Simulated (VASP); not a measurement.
# ZnS: single point with PBE exchange alone

The system is ZnS.

```
CELL_PARAMETERS angstrom
3.81100 0.00000 0.00000
-1.90550 3.30042 0.00000
0.00000 0.00000 6.23400
ATOMIC_POSITIONS crystal
Zn 0.66667 0.33333 0.50000
Zn 0.33333 0.66667 0.00000
S 0.66667 0.33333 0.88500
S 0.33333 0.66667 0.38500
```

| Item | Value |
| --- | --- |
| Program | VASP 6.6.1 |
| Task | single point |
| Functional | PBE exchange alone |
| Potentials or basis | VASP PAW PBE potentials, release 64 (Zn, S) |
| Cutoff | 520 eV |
| k mesh | 8 × 8 × 5 |
| Occupations | fermi-dirac, width 0.05 eV |
| Spin | no spin polarisation |
| Dipole correction | no |
| Further INCAR settings | ALGO = Normal; EDIFF = 1e-06; NBANDS = 26 |

The pressure is 13.1 GPa and the largest force is 0.369 eV/Å. The band gap on the k mesh is 2.29 eV.

Forces in eV/Å, atoms in the order of the input:
```
Zn   0.000  0.000  0.369
Zn   0.000  0.000  0.369
S    0.000  0.000 -0.369
S    0.000  0.000 -0.369
```

Stress tensor (GPa, compression positive):
```
13.85  0.00  0.00
 0.00 13.85  0.00
 0.00  0.00 11.50
```

Levels at points of the mesh, in eV from the valence-band top:
```
           k point  band 16  band 17  band 18  band 19  band 20  band 21
(0.00, 0.00, 0.00)     0.00     0.00     0.00     2.29     3.03     6.33
(0.50, 0.00, 0.00)    -2.23    -1.52    -0.97     3.68     4.29     5.29
```

It took 110 s on 1 thread of AMD EPYC 7R13 (shared host), peak memory 0.18 GiB.

Caveat: the cell stands under pressure.
